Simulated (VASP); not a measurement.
# Be2Pd (P6/mmm) in VASP: further runs

Be2Pd is run at these levels: PBE; tasks: relaxation of cell and atoms, single point.

Program: VASP 6.6.1. These are calculated values, not measurements. Logs are shortened: lines on timing, memory, paths and dates and some standing lists are left out, and cuts for length are marked.

**1. The cell of the first run**

Symmetry: P6/mmm, No. 191, hexagonal system. Conventional cell: a = 3.090 Å, b = 3.090 Å, c = 3.336 Å, α = 90.00°, β = 90.00°, γ = 120.00°. Within 2.5 Å of Be (site symmetry -6m2) lie 3 Be at 1.78 Å and 6 Pd at 2.44 Å. Pd (site symmetry 6/mmm) has 12 Be at 2.44 Å and 6 Pd at 3.09 Å within 3.2 Å.

**2. Relaxation of cell and atoms, PBE**

INCAR

```
PREC = Accurate ; ENCUT = 600
EDIFF = 1E-6 ; ISMEAR = 0
SIGMA = 0.1 ; LREAL = F
LASPH = T ; NELM = 100
ALGO = Normal ; ISIF = 3
LWAVE = F ; LCHARG = F
GGA = PE ; IBRION = 2
NSW = 90 ; EDIFFG = -0.04
```

KPOINTS

```
regular mesh
0
Gamma
  6 6 6
```

POSCAR

```
Be2Pd
1.0
    3.0896998625      0.0000000000      0.0000000000
   -1.5448499312      2.6757585710      0.0000000000
    0.0000000000      0.0000000000      3.3360546688
Be Pd
2 1
Direct
    0.3333333333      0.6666666667      0.5000000000
    0.6666666667      0.3333333333      0.5000000000
    0.0000000000      0.0000000000      0.0000000000
```

Potentials or basis: VASP PAW PBE potentials, release 64 (Be, Pd).

Launch:

```
$ cat potpaw_PBE.64/Be/POTCAR potpaw_PBE.64/Pd/POTCAR > POTCAR
$ mpirun -np 1 vasp_std > vasp.out
```

OUTCAR:

```text
PREC = Accurate
   ENCUT = 600
   EDIFF = 1E-6
   ISMEAR = 0
   LREAL = F
   LASPH = T
   NELM = 100
   ISIF = 3
   GGA = PE
   IBRION = 2
   NSW = 90
   EDIFFG = -0.04

 ion  position               nearest neighbor table
   1  0.333  0.667  0.500-   2 1.78   2 1.78   2 1.78   3 2.44   3 2.44   3 2.44   3 2.44   3 2.44
                             3 2.44
   2  0.667  0.333  0.500-   1 1.78   1 1.78   1 1.78   3 2.44   3 2.44   3 2.44   3 2.44   3 2.44
                             3 2.44
   3  0.000  0.000  0.000-   1 2.44   2 2.44   1 2.44   2 2.44   1 2.44   1 2.44   2 2.44   2 2.44
                             2 2.44   2 2.44   1 2.44   1 2.44

  LATTYP: Found a hexagonal cell.
 ALAT       =     3.0896998625
 C/A-ratio  =     1.0797342193

  Lattice vectors:

 A1 = (   3.0896998625,   0.0000000000,   0.0000000000)
 A2 = (  -1.5448499312,   2.6757585710,   0.0000000000)
 A3 = (   0.0000000000,   0.0000000000,   3.3360546688)

Analysis of symmetry for initial positions (statically):
=====================================================================
 Subroutine PRICEL returns:
 Original cell was already a primitive cell.

 Routine SETGRP: Setting up the symmetry group for a
 hexagonal supercell.

 Subroutine GETGRP returns: Found 24 space group operations
 (whereof 24 operations were pure point group operations)
 out of a pool of 24 trial point group operations.

The static configuration has the point symmetry D_6h.

Analysis of symmetry for dynamics (positions and initial velocities):
=====================================================================
 Subroutine PRICEL returns:
 Original cell was already a primitive cell.

 Routine SETGRP: Setting up the symmetry group for a
 hexagonal supercell.

 Subroutine GETGRP returns: Found 24 space group operations
 (whereof 24 operations were pure point group operations)
 out of a pool of 24 trial point group operations.

The dynamic configuration has the point symmetry D_6h.

 Subroutine INISYM returns: Found 24 space group operations
 (whereof 24 operations are pure point group operations),
 and found     1 'primitive' translations

----------------------------------------------------------------------------------------

                                     Primitive cell

  volume of cell :      27.5801

  direct lattice vectors                    reciprocal lattice vectors
     3.089699862  0.000000000  0.000000000     0.323656033  0.186862898  0.000000000
    -1.544849931  2.675758571  0.000000000     0.000000000  0.373725795  0.000000000
     0.000000000  0.000000000  3.336054669     0.000000000  0.000000000  0.299755280

  length of vectors
     3.089699862  3.089699862  3.336054669     0.373725795  0.373725795  0.299755280

  position of ions in fractional coordinates (direct lattice)
     0.333333333  0.666666667  0.500000000
     0.666666667  0.333333333  0.500000000
     0.000000000  0.000000000  0.000000000

  ion indices of the primitive-cell ions
   primitive index   ion index
                 1           1
                 2           2
                 3           3

----------------------------------------------------------------------------------------

 KPOINTS: regular mesh

Automatic generation of k-mesh.
 Grid dimensions read from file:
 generate k-points for:    6    6    6

 Generating k-lattice:

  Cartesian coordinates                     Fractional coordinates (reciprocal lattice)
     0.053942672  0.031143816  0.000000000     0.166666667  0.000000000  0.000000000
     0.000000000  0.062287633  0.000000000     0.000000000  0.166666667  0.000000000
     0.000000000  0.000000000  0.049959213     0.000000000  0.000000000  0.166666667

  Length of vectors
     0.062287633  0.062287633  0.049959213

  Shift w.r.t. Gamma in fractional coordinates (k-lattice)
     0.000000000  0.000000000  0.000000000

 Subroutine IBZKPT returns following result:
 ===========================================

 Found     28 irreducible k-points:

 Following reciprocal coordinates:
            Coordinates               Weight
  0.000000  0.000000  0.000000      1.000000
  0.166667  0.000000  0.000000      6.000000
  0.333333  0.000000  0.000000      6.000000
  0.500000  0.000000  0.000000      3.000000
  0.166667  0.166667  0.000000      6.000000
  0.333333  0.166667  0.000000     12.000000
[... 16 lines left out ...]
  0.166667  0.000000  0.500000      6.000000
  0.333333  0.000000  0.500000      6.000000
 [... further k-points ...]
   k-points           NKPTS =     28   k-points in BZ     NKDIM =     28   number of bands    NBANDS=     11
   number of dos      NEDOS =    301   number of ions     NIONS =      3
   total plane-waves  NPLWV =  21952
   dimension x,y,z NGX =    28 NGY =   28 NGZ =   28
   dimension x,y,z NGXF=    56 NGYF=   56 NGZF=   56
   ions per type =               2   1
   NGX,Y,Z   is equivalent  to a cutoff of  15.07, 15.07, 13.95 a.u.
   NGXF,Y,Z  is equivalent  to a cutoff of  30.13, 30.13, 27.91 a.u.
 SYSTEM =  unknown system
   PREC   = accura    normal or accurate (medium, high low for compatibility)
   ISTART =      0    job   : 0-new  1-cont  2-samecut
   ICHARG =      2    charge: 1-file 2-atom 10-const
   ISPIN  =      1    spin polarized calculation?
   LNONCOLLINEAR =      F non collinear calculations
   LSORBIT =      F    spin-orbit coupling
   LASPH  =      T    aspherical Exc in radial PAW
   ENCUT  =  600.0 eV  44.10 Ry    6.64 a.u.   6.17  6.17  6.66*2*pi/ulx,y,z
   NELM   =    100;   NELMIN=  2; NELMDL= -5     # of ELM steps
   EDIFF  = 0.1E-05   stopping-criterion for ELM
   LREAL  =      F    real-space projection
   EDIFFG = -.4E-01   stopping-criterion for IOM
   NSW    =     90    number of steps for IOM
   IBRION =      2    ionic relax: 0-MD 1-quasi-New 2-CG
   NFREE  =      1    steps in history (QN), initial steepest desc. (CG)
   ISIF   =      3    stress and relaxation
   ISYM   =      2    0-nonsym 1-usesym 2-fastsym
   POTIM  = 0.5000    time-step for ionic-motion
   TEBEG  =    0.0;   TEEND  =   0.0 temperature during run
   PSTRESS=    0.0 pullay stress
   NELECT =      14.0000    total number of electrons
   NUPDOWN=      -1.0000    fix difference up-down
   EMIN   =  10.00;   EMAX   =-10.00  energy-range for DOS
   EFERMI =   0.00;   METHOD = LEGACY
   ISMEAR =     0;   SIGMA  =   0.10  broadening in eV -4-tet -1-fermi 0-gaus
   EFERMI_NEDOS =   21; number of points for ismear=-14 and -15
   IALGO  =     38    algorithm
   IMIX   =      4    mixing-type and parameters
     AMIX     =   0.40;   BMIX     =  1.00
     AMIX_MAG =   1.60;   BMIX_MAG =  1.00
  volume/ion in A,a.u.               =       9.19        62.04
  Fermi-wavevector in a.u.,A,eV,Ry     =   1.305926  2.467843 23.203973  1.705444
  Thomas-Fermi vector in A             =   2.436763
   LORBIT       =      0    0 simple, 1 ext, 2 COOP (PROOUT), +10 PAW based schemes
   GGA     = PE    functional components
   LHFCALC =     F    Hartree Fock is set to
   AEXX    =    0.0000 exact exchange contribution
   IVDW    =     0    specifies the selected vdW correction
   LEPSILON=     F    determine dielectric tensor
   LRPA    =     F    only Hartree local field effects (RPA)
 conjugate gradient relaxation of ions
 non-spin polarized calculation
 Gauss-broadening in eV      SIGMA  =   0.10
  energy-cutoff  :      600.00
  volume of cell :       27.58
 maximum number of plane-waves:       948
 NGX is ok and might be reduce to    28
   NGX = 13   NGY = 13   NGZ = 13

--------------------------------------- Ionic step        1  -------------------------------------------

 number of electron      13.9999999 magnetization

 Free energy of the ion-electron system (eV)
  ---------------------------------------------------
  ext. energy  EPLUGINS =         0.00000000
  ---------------------------------------------------
  free energy    TOTEN  =       -11.80432774 eV

  energy without entropy =      -11.79750792  energy(sigma->0) =      -11.80091783

 E-fermi :  10.0663     XC(G=0): -12.3390

 val. band max:        9.7592305850   @ k =   0.3333   0.0000   0.0000
 cond. band min:      10.0954814393   @ k =   0.3333   0.1667   0.1667
 fundamental gap:      0.3362508542
 Fermi energy:        10.0662525917

 k-point     1 :       0.0000    0.0000    0.0000
  band No.  band energies     occupation
      1      -0.5207      2.00000
      2       4.6401      2.00000
      3       5.4979      2.00000
      4       5.4979      2.00000
      5       6.7480      2.00000
      6       6.7480      2.00000
      7       9.1732      2.00000
      8      14.2667      0.00000
      9      14.2667      0.00000
     10      17.1879      0.00000
     11      17.1879      0.00000
[... 426 lines left out ...]
  FREE ENERGIE OF THE ION-ELECTRON SYSTEM (eV)
  ---------------------------------------------------
  free  energy   TOTEN  =       -12.9051081230 eV

  energy  without entropy=      -12.8964056763  energy(sigma->0) =      -12.90075690

[... ionic steps 4 to 7 ...]

--------------------------------------- Ionic step        8  -------------------------------------------

 number of electron      14.0000002 magnetization

------------------------ aborting loop because EDIFF is reached ----------------------------------------

  FORCE on cell =-STRESS in cart. coord.  units (eV):
  Direction    XX          YY          ZZ          XY          YZ          ZX
  --------------------------------------------------------------------------------------
  -------------------------------------------------------------------------------------
  Total       -0.4292694     -0.4292694     -0.1902755     -0.0000000      0.0000000      0.0000000
  in kB      -21.6755594    -21.6755594     -9.6077812     -0.0000000      0.0000000      0.0000000
  external PRESSURE =     -17.6529667 kB  Pullay stress =       0.0000000 kB
[... 59 lines left out ...]
  energy  without entropy=      -13.7721474955  energy(sigma->0) =      -13.77348632

--------------------------------------- Ionic step       10  -------------------------------------------

 number of electron      14.0000000 magnetization

 Free energy of the ion-electron system (eV)
  ---------------------------------------------------
  ext. energy  EPLUGINS =         0.00000000
  ---------------------------------------------------
  free energy    TOTEN  =       -13.77582643 eV

  energy without entropy =      -13.77325986  energy(sigma->0) =      -13.77454315

 E-fermi :   8.3386     XC(G=0): -11.7354

 val. band max:        8.2136452327   @ k =   0.1667   0.1667   0.1667
 cond. band min:       8.3779912841   @ k =   0.5000   0.0000   0.1667
 fundamental gap:      0.1643460514
 Fermi energy:         8.3386213121

 k-point     1 :       0.0000    0.0000    0.0000
  band No.  band energies     occupation
      1      -1.2104      2.00000
      2       2.9859      2.00000
      3       3.3978      2.00000
      4       3.3978      2.00000
      5       6.1715      2.00000
      6       6.1715      2.00000
      7      11.9062      0.00000
      8      11.9062      0.00000
      9      12.3228      0.00000
     10      12.3228      0.00000
     11      15.3725      0.00000
[... 352 lines left out ...]
  FREE ENERGIE OF THE ION-ELECTRON SYSTEM (eV)
  ---------------------------------------------------
  free  energy   TOTEN  =       -13.7758264311 eV

  energy  without entropy=      -13.7732598620  energy(sigma->0) =      -13.77454315

 reached required accuracy - stopping structural energy minimisation
```

Wall time 63 s (1 thread of AMD EPYC 7R43 (Zen 3), shared host); peak memory 0.14 GiB.

Results:

```yaml
Free_energy: -13.7758 eV
Relaxed_volume: 10.46 Å³/atom
Relaxed_cell: a = 3.721 Å, b = 3.721 Å, c = 2.617 Å, α = 90.00°, β = 90.00°, γ = 120.00°
Space_group_after_relaxing_to_0.1_Å: P6/mmm (No. 191)
Energy_gained_by_relaxing: 657.2 meV/atom
Ionic_steps: 10
Pressure_after_relaxing: -0.2 GPa
Band_gap_on_the_k_mesh: zero (bands 7 and 8 overlap by 6.17 eV)
```

Step by step:
| step | energy change (eV) | largest force (eV/Å) | pressure (GPa) | volume (Å³) |
| --- | --- | --- | --- | --- |
| 1 | 0.0000 | 0.0000 | 29.66 | 27.58 |
| 2 | -1.0945 | 0.0000 | -9.49 | 34.70 |
| 3 | -1.1008 | 0.0000 | -11.63 | 35.44 |
| 4 | -1.7129 | 0.0000 | -8.64 | 33.50 |
| 5 | -1.8964 | 0.0000 | 3.68 | 30.98 |
| 6 | -1.9463 | 0.0000 | -4.15 | 32.18 |
| 7 | -1.9678 | 0.0000 | -2.36 | 31.83 |
| 8 | -1.9691 | 0.0000 | -1.77 | 31.73 |
| 9 | -1.9705 | 0.0000 | 0.86 | 31.16 |
| 10 | -1.9715 | 0.0000 | -0.19 | 31.38 |

Final structure:
```
Be Pd
1.0
     3.72094    0.00000    0.00000
    -1.86047    3.22243    0.00000
     0.00000    0.00000    2.61730
Be Pd
2 1
Cartesian
  0.0000 2.1483 1.3087
  1.8605 1.0741 1.3087
  0.0000 0.0000 0.0000
```

Levels at points of the mesh, in eV from the Fermi level:
```csv
k point,band 3,band 4,band 5,band 6,band 7,band 8,band 9,band 10,band 11
"(0.00, 0.00, 0.00)",-4.94,-4.94,-2.17,-2.17,3.57,3.57,3.98,3.98,7.03
"(0.50, 0.00, 0.00)",-5.32,-3.26,-2.77,-2.51,-2.22,-1.77,5.97,10.45,10.80
"(0.00, 0.00, 0.50)",-4.83,-4.20,-3.44,-3.44,0.74,2.80,2.80,5.11,11.15
"(0.50, 0.00, 0.50)",-4.62,-2.74,-2.17,-2.12,-1.89,3.05,3.22,4.39,7.32
```

Caveat: the k points lie up to 0.40 Å⁻¹ apart in the final cell, too coarse for converged energies and pressures of a metal; a cell axis changed by over 15 % at a fixed basis, so the end point is rough.

**3. Single point, PBE**

This run uses another cell than the first one, of 10.44 Å³/atom.

INCAR

```
PREC     = Accurate       # precision mode
ENCUT    = 520            # plane-wave cutoff, eV
EDIFF    = 1E-6           # SCF threshold, eV
ISMEAR   = 0              # smearing method
SIGMA    = 0.1            # smearing width, eV
LREAL    = F              # projectors in reciprocal space
LASPH    = T              # aspherical terms in the spheres
NELM     = 80             # most SCF steps
ALGO     = Normal         # electronic algorithm
ISIF     = 2              # what is computed and relaxed
LWAVE    = F              # write WAVECAR
LCHARG   = T              # write CHGCAR
GGA      = PE             # functional
LELF     = T              # ELF
LVHAR    = T            
NBANDS   = 14             # bands
```

KPOINTS

```
regular mesh
0
Gamma
  12 12 18
```

POSCAR

```
Be2Pd
1.0
    3.7132908888      0.0000000000      0.0000000000
   -1.8566454444      3.2158042413      0.0000000000
    0.0000000000      0.0000000000      2.6225758128
Be Pd
2 1
Direct
    0.3333333333      0.6666666667      0.5000000000
    0.6666666667      0.3333333333      0.5000000000
    0.0000000000      0.0000000000      0.0000000000
```

Potentials or basis: VASP PAW PBE potentials, release 64 (Be, Pd).

Launch:

```
$ cat potpaw_PBE.64/Be/POTCAR potpaw_PBE.64/Pd/POTCAR > POTCAR
$ mpirun -np 1 vasp_std > vasp.out
```

Wall time 64 s (1 thread of AMD EPYC 7R43 (Zen 3), shared host); peak memory 0.17 GiB.

It converged, with:

```yaml
Free_energy: -13.7665 eV
Pressure: 0.0 GPa
Band_gap_on_the_k_mesh: zero (bands 7 and 8 overlap by 6.32 eV)
```

Stress tensor (GPa, compression positive):
```
 0.07  0.00  0.00
 0.00  0.07  0.00
 0.00  0.00 -0.19
```

Levels at points of the mesh, in eV from the Fermi level:
| k point | band 5 | band 6 | band 7 | band 8 | band 9 | band 10 |
| --- | --- | --- | --- | --- | --- | --- |
| (0.00, 0.00, 0.00) | -2.41 | -2.41 | 3.38 | 3.38 | 3.77 | 3.77 |
| (0.50, 0.00, 0.00) | -2.98 | -2.76 | -2.46 | -1.98 | 5.80 | 10.18 |
| (0.00, 0.00, 0.50) | -3.68 | -3.68 | 0.50 | 2.57 | 2.57 | 4.93 |
| (0.50, 0.00, 0.50) | -2.42 | -2.35 | -2.11 | 2.82 | 3.00 | 4.17 |

(Part 1 of 2 ends here.)

The gap in the log of VASP goes by the Fermi energy; the results here count the filled bands.